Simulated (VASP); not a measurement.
# Ta8N7 (a cell with a defect) in VASP: further runs

Runs on Ta8N7 (a cell with a defect). Level: PBE. Tasks: single point.

Program: VASP 6.6.1. These are calculated values, not measurements. Logs are shortened: lines on timing, memory, paths and dates and some standing lists are left out, and cuts for length are marked.

**1. The cell of the first run**

The cell holds a defect, 15 atoms: a = 5.803 Å, b = 5.803 Å, c = 5.695 Å, α = 90.00°, β = 90.00°, γ = 120.00°.

**2. Single point, PBE**

File INCAR:

```
SYSTEM = Ta8N7
ALGO     = Normal         ! electronic algorithm
EDIFF    = 1E-7           ! SCF threshold, eV
ENCUT    = 520            ! plane-wave cutoff, eV
GGA      = PE             ! functional
ISIF     = 2              ! what is computed and relaxed
ISMEAR   = 0              ! smearing method
LASPH    = .TRUE.         ! aspherical terms in the spheres
LCHARG   = .FALSE.        ! write CHGCAR
LREAL    = Auto         
LWAVE    = .FALSE.        ! write WAVECAR
NBANDS   = 74             ! bands
NELM     = 100            ! most SCF steps
PREC     = Accurate       ! precision mode
SIGMA    = 0.1            ! smearing width, eV
```

File KPOINTS:

```
k-points
0
G
  3 3 3
  0 0 0
```

File POSCAR:

```
Ta8N7
1.0
    5.8033358200     -0.0000013100      0.0000000000
   -2.9016690400      5.0258355900      0.0000000000
    0.0000000000      0.0000000000      5.6946983200
N Ta
7 8
Direct
   -0.0025771586     -0.0001430615     -0.0053500639
   -0.0018339355     -0.0008860223      0.5016492252
   -0.0025774223      0.4963234376     -0.0053472543
   -0.0018323593      0.4978111506      0.5016469424
    0.5009570311     -0.0001413384     -0.0053467275
    0.4994695070     -0.0008862896      0.5016474692
    0.4985973947      0.4986885481      0.1237842569
    0.1483487646      0.3235567828      0.2563798674
    0.1697573192      0.3342513284      0.7504613519
    0.1652680878      0.8320143271      0.2473690301
    0.1652689136      0.8320073631      0.7457232607
    0.6737218703      0.3235624909      0.2563837306
    0.6630244672      0.3342502632      0.7504643372
    0.6737296124      0.8489394064      0.2563795162
    0.6630234497      0.8275170952      0.7504611763
```

Potentials or basis: VASP PAW PBE potentials, release 64 (N, Ta_pv).

On the command line:

```
$ cat potpaw_PBE.64/N/POTCAR potpaw_PBE.64/Ta_pv/POTCAR > POTCAR
$ mpirun -np 1 vasp_std > vasp.out
```

OUTCAR:

```text
SYSTEM = Ta8N7
   EDIFF = 1E-7
   ENCUT = 520
   GGA = PE
   ISIF = 2
   ISMEAR = 0
   LASPH = .TRUE.
   LREAL = Auto
   NELM = 100
   PREC = Accurate

 ion  position               nearest neighbor table
   1  0.997  1.000  0.995-   9 2.18  15 2.18  11 2.20  14 2.21   8 2.21  10 2.22
   2  0.998  0.999  0.502-  14 2.15   8 2.15  11 2.18   9 2.20  15 2.20  10 2.22
   3  0.997  0.496  0.995-  13 2.18   9 2.18  11 2.20   8 2.21  12 2.21  10 2.22
   4  0.998  0.498  0.502-   8 2.15  12 2.15  11 2.18  13 2.20   9 2.20  10 2.22
   5  0.501  1.000  0.995-  13 2.18  15 2.18  11 2.20  14 2.21  12 2.21  10 2.22
   6  0.499  0.999  0.502-  14 2.15  12 2.15  11 2.18  13 2.20  15 2.20  10 2.22
   7  0.499  0.499  0.124-   8 1.92  14 1.92  12 1.92  15 2.69   9 2.69
   8  0.148  0.324  0.256-   7 1.92   4 2.15   2 2.15   3 2.21   1 2.21  14 2.75  12 2.75   9 2.82
                             9 2.88  10 2.90  10 2.90  12 3.05  14 3.05
   9  0.170  0.334  0.750-   1 2.18   3 2.18   2 2.20   4 2.20   7 2.69   8 2.82  15 2.86  13 2.86
                             8 2.88  11 2.90  11 2.90  13 2.94  15 2.94
  10  0.165  0.832  0.247-   5 2.22   1 2.22   3 2.22   6 2.22   4 2.22   2 2.22  11 2.84  11 2.86
                             8 2.90  12 2.90  14 2.90  12 2.90  14 2.90   8 2.90
  11  0.165  0.832  0.746-   4 2.18   6 2.18   2 2.18   3 2.20   5 2.20   1 2.20  10 2.84  10 2.86
                            13 2.90  15 2.90   9 2.90   9 2.90  15 2.90  13 2.90
  12  0.674  0.324  0.256-   7 1.92   4 2.15   6 2.15   3 2.21   5 2.21  14 2.75   8 2.75  13 2.82
                            13 2.88  10 2.90  10 2.90   8 3.05  14 3.05
  13  0.663  0.334  0.750-   5 2.18   3 2.18   6 2.20   4 2.20  12 2.82  15 2.86   9 2.86  12 2.88
                            11 2.90  11 2.90   9 2.94  15 2.94
  14  0.674  0.849  0.256-   7 1.92   6 2.15   2 2.15   5 2.21   1 2.21   8 2.75  12 2.75  15 2.82
                            15 2.88  10 2.90  10 2.90  12 3.05   8 3.05
  15  0.663  0.828  0.750-   1 2.18   5 2.18   2 2.20   6 2.20   7 2.69  14 2.82   9 2.86  13 2.86
                            14 2.88  11 2.90  11 2.90  13 2.94   9 2.94

  LATTYP: Found a hexagonal cell.
 ALAT       =     5.8033358200
 C/A-ratio  =     0.9812801631

  Lattice vectors:

 A1 = (   5.8033358200,  -0.0000013100,   0.0000000000)
 A2 = (  -2.9016690400,   5.0258355900,   0.0000000000)
 A3 = (   0.0000000000,   0.0000000000,   5.6946983200)

Analysis of symmetry for initial positions (statically):
=====================================================================
 Subroutine PRICEL returns:
 Original cell was already a primitive cell.

 Routine SETGRP: Setting up the symmetry group for a
 hexagonal supercell.

 Subroutine GETGRP returns: Found  2 space group operations
 (whereof  1 operations were pure point group operations)
 out of a pool of 24 trial point group operations.

The static configuration has the point symmetry C_1 .
 The point group associated with its full space group is C_1h.

[... 149 lines left out ...]
   GGA     = PE    functional components
   LHFCALC =     F    Hartree Fock is set to
   AEXX    =    0.0000 exact exchange contribution
   IVDW    =     0    specifies the selected vdW correction
   LEPSILON=     F    determine dielectric tensor
   LRPA    =     F    only Hartree local field effects (RPA)
 non-spin polarized calculation
 Gauss-broadening in eV      SIGMA  =   0.10
  energy-cutoff  :      520.00
  volume of cell :      166.10
 maximum number of plane-waves:      4509
 NGX is ok and might be reduce to    48
   NGX = 21   NGY = 21   NGZ = 21

 number of electron     122.9999998 magnetization

 Free energy of the ion-electron system (eV)
  ---------------------------------------------------
  ext. energy  EPLUGINS =         0.00000000
  ---------------------------------------------------
  free energy    TOTEN  =      -163.00281820 eV

  energy without entropy =     -162.96778609  energy(sigma->0) =     -162.98530214

 E-fermi :   8.3486     XC(G=0): -13.3100

 val. band max:        8.3246143652   @ k =   0.0000   0.0000   0.0000
 cond. band min:       8.3540069604   @ k =   0.0000   0.0000   0.3333
 fundamental gap:      0.0293925952
 Fermi energy:         8.3485640045

 k-point     1 :       0.0000    0.0000    0.0000
  band No.  band energies     occupation
      1     -27.4918      2.00000
      2     -27.3436      2.00000
      3     -27.3393      2.00000
      4     -27.3393      2.00000
      5     -27.1866      2.00000
      6     -27.1338      2.00000
[... 749 lines left out ...]
     72      11.2575      0.00000
     73      11.3997      0.00000
 [bands above 73 left out]

------------------------ aborting loop because EDIFF is reached ----------------------------------------

  FORCE on cell =-STRESS in cart. coord.  units (eV):
  Direction    XX          YY          ZZ          XY          YZ          ZX
  --------------------------------------------------------------------------------------
  -------------------------------------------------------------------------------------
  Total       29.6057136     29.6061959     29.0462809      0.0004177     -0.0009874      0.0017104
  in kB      285.5811055    285.5857579    280.1847350      0.0040295     -0.0095249      0.0164984
  external PRESSURE =     283.7838661 kB  Pullay stress =       0.0000000 kB

 VOLUME and BASIS-vectors are now :
 -----------------------------------------------------------------------------
  energy-cutoff  :      520.00
  volume of cell :      166.10
      direct lattice vectors                 reciprocal lattice vectors
     5.803335820 -0.000001310  0.000000000     0.172314710  0.099485996  0.000000000
    -2.901669040  5.025835590  0.000000000     0.000000045  0.198971915  0.000000000
     0.000000000  0.000000000  5.694698320     0.000000000  0.000000000  0.175601927

 POSITION                                       TOTAL-FORCE (eV/Angst)
 -----------------------------------------------------------------------------------
      2.88713      5.02512      5.66423        -0.003513      0.002028      0.382576
      2.89359      5.02138      2.85674         0.055029     -0.031771      0.375325
      4.34821      2.49444      5.66425         0.000093     -0.004721      0.381980
      4.34822      2.50192      2.85673         0.000037      0.063320      0.375504
      0.00596      5.02512      5.66425         0.004135      0.002280      0.381980
     -0.00051      5.02138      2.85673        -0.054818     -0.031692      0.375504
      1.44650      2.50633      0.70491         0.000328     -0.000189     -7.585300
     -0.07794      1.62614      1.46001         0.389760      0.224793      0.978935
      0.01527      1.67989      4.27365        -0.056911     -0.032258      0.573250
     -1.45512      4.18157      1.40869        -0.000033      0.000019      0.377609
     -1.45510      4.18153      4.24667        -0.000134      0.000077      0.279320
      2.97096      1.62617      1.46003        -0.388886      0.224523      0.978004
      2.87787      1.67989      4.27367         0.055229     -0.031887      0.573128
      1.44654      4.26663      1.46000         0.000203     -0.449939      0.978935
      1.44657      4.15896      4.27365        -0.000519      0.065416      0.573250
 -----------------------------------------------------------------------------------
    total drift:                               -0.010071     -0.017657     -0.002289

  FREE ENERGIE OF THE ION-ELECTRON SYSTEM (eV)
  ---------------------------------------------------
  free  energy   TOTEN  =      -163.0028181971 eV

  energy  without entropy=     -162.9677860875  energy(sigma->0) =     -162.98530214
```

Run time: 12 min. Hardware: 1 thread of Intel Xeon 8259CL, shared host; peak memory 0.35 GiB.

What came out:

```
Free energy            : -163.0028 eV
Pressure               : 28.4 GPa
Largest force          : 7.585 eV/Å
Band gap on the k mesh : zero (an odd number of electrons rules out a gap without spin polarisation)
```

Forces on the atoms (eV/Å):
```
N   -0.004  0.002  0.383
N    0.055 -0.032  0.375
N    0.000 -0.005  0.382
N    0.000  0.063  0.376
N    0.004  0.002  0.382
N   -0.055 -0.032  0.376
N    0.000  0.000 -7.585
Ta   0.390  0.225  0.979
Ta  -0.057 -0.032  0.573
Ta   0.000  0.000  0.378
Ta   0.000  0.000  0.279
Ta  -0.389  0.225  0.978
Ta   0.055 -0.032  0.573
Ta   0.000 -0.450  0.979
Ta  -0.001  0.065  0.573
```

Caveat: the k points lie up to 0.42 Å⁻¹ apart, too coarse for converged energies and pressures of a metal; spin-orbit coupling is left out, which moves the levels of the heavy elements.

**3. Single point, PBE**

File INCAR:

```
SYSTEM = Ta8N7
PREC = Accurate
ENCUT = 520
EDIFF = 1E-6
ISMEAR = 0
SIGMA = 0.1
LREAL = Auto
LASPH = .True.
NELM = 100
ALGO = Normal
ISIF = 2
LWAVE = .False.
LCHARG = .False.
GGA = PE
NBANDS = 74
```

File KPOINTS:

```
Automatic mesh
0
Gamma
  3 3 3
  0 0 0
```

File POSCAR:

```
Ta8N7
1.0
    5.8033358200     -0.0000013100      0.0000000000
   -2.9016690400      5.0258355900      0.0000000000
    0.0000000000      0.0000000000      5.6946983200
N Ta
7 8
Direct
   -0.0020251179     -0.0007586803     -0.0015718129
   -0.0027697853     -0.0000141277      0.5054276519
   -0.0020257019      0.4979396864     -0.0015677740
   -0.0027692674      0.4964511775      0.5054258959
    0.4992773245     -0.0007571569     -0.0015674228
    0.5007641983     -0.0000141955      0.5054267739
    0.4984044235      0.4988174818      0.3762919262
    0.1481569924      0.3236843237      0.2436956134
    0.1695643675      0.3343792673      0.7496147750
    0.1650759248      0.8321424649      0.2527099627
    0.1650767507      0.8321355009      0.7543547978
    0.6735300253      0.3236902308      0.2436994766
    0.6628316416      0.3343787990      0.7496175847
    0.6735378402      0.8490669474      0.2436977206
    0.6628309421      0.8276452331      0.7496163554
```

Potentials or basis: VASP PAW PBE potentials, release 64 (N, Ta_pv).

On the command line:

```
$ cat potpaw_PBE.64/N/POTCAR potpaw_PBE.64/Ta_pv/POTCAR > POTCAR
$ mpirun -np 1 vasp_std > vasp.out
```

It took 13 min on 1 thread of Intel Xeon 8259CL, shared host; peak memory 0.35 GiB.

The run converged. Its results:

| Item | Value |
| --- | --- |
| Free energy | -163.0027 eV |
| Pressure | 28.4 GPa |
| Largest force | 7.586 eV/Å |
| Band gap on the k mesh | zero (an odd number of electrons rules out a gap without spin polarisation) |

Forces in eV/Å, atoms in the order of the input:
```
N    0.055 -0.032 -0.375
N   -0.004  0.002 -0.383
N    0.000  0.063 -0.376
N    0.000 -0.005 -0.382
N   -0.055 -0.032 -0.376
N    0.004  0.002 -0.382
N    0.000  0.000  7.586
Ta   0.389  0.225 -0.979
Ta  -0.057 -0.033 -0.573
Ta   0.000  0.000 -0.377
Ta   0.000  0.000 -0.279
Ta  -0.388  0.224 -0.978
Ta   0.055 -0.032 -0.574
Ta   0.000 -0.449 -0.979
Ta   0.000  0.066 -0.573
```

Stress tensor (GPa, compression positive):
```
28.56  0.00  0.00
 0.00 28.56  0.00
 0.00  0.00 28.02
```

Levels at points of the mesh, in eV from the Fermi level:
| k point | band 58 | band 59 | band 60 | band 61 | band 62 | band 63 | band 64 | band 65 |
| --- | --- | --- | --- | --- | --- | --- | --- | --- |
| (0.00, 0.00, 0.00) | -0.26 | -0.26 | -0.26 | -0.02 | -0.02 | 0.81 | 0.81 | 1.49 |

Caveat: the k points lie up to 0.42 Å⁻¹ apart, too coarse for converged energies and pressures of a metal; spin-orbit coupling is left out, which moves the levels of the heavy elements.

The gap in the log of VASP goes by the Fermi energy; the results here count the filled bands.